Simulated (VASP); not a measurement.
Set up this calculation in VASP 6.6.1, as the native input.

```
Task                   : relaxation of cell and atoms
Functional             : LDA
Potentials or basis    : VASP PAW LDA potentials, release 64 (I)
Cutoff                 : 600 eV
k mesh                 : 12 × 12 × 12
Occupations            : fermi-dirac, width 0.05 eV
Spin                   : no spin polarisation
Target pressure        : 35 GPa
Dipole correction      : no
Further INCAR settings : ALGO = Normal; EDIFF = 1e-07; IBRION = 2; EDIFFG = -0.005; NSW = 32; ISIF = 3
```

The structure of I lies in POSCAR:

```
I
1.0
    1.5596869458     -0.9004856780      5.0925167084
    0.0000000000      1.8009713560      5.0925167084
   -1.5596869458     -0.9004856780      5.0925167084
I
2
Direct
    0.2500000001      0.2500000001      0.2500000001
   -0.2500000001     -0.2500000001     -0.2500000001
```

The input as run:

INCAR

```
PREC = Accurate ; ENCUT = 600
EDIFF = 1E-7 ; ISMEAR = -1
SIGMA = 0.05 ; LREAL = False
LASPH = True ; NELM = 80
ALGO = Normal ; ISIF = 3
LWAVE = False ; LCHARG = False
GGA = CA ; IBRION = 2
NSW = 32 ; EDIFFG = -0.005
PSTRESS = 350.0
```

KPOINTS

```
Automatic mesh
0
Gamma
  12 12 12
```

Potentials or basis: VASP PAW LDA potentials, release 64 (I).

Command:

```sh
$ cat potpaw_LDA.64/I/POTCAR > POTCAR
$ mpirun -np 1 vasp_std > vasp.out
```

It gave:

* Pressure after relaxing: 35.0 GPa
* Band gap on the k mesh: zero (bands 7 and 8 overlap by 4.65 eV)

Caveat: the relaxation stopped at its first step, so nothing moved; the cell is relaxed towards a set pressure, so the run minimises the enthalpy, not the energy; spin-orbit coupling is left out, which moves the levels of the heavy elements.

Run time: 86 s on 1 thread of Intel(R) Xeon(R) 6975P-C (Granite Rapids) (shared host), peak memory 0.31 GiB.
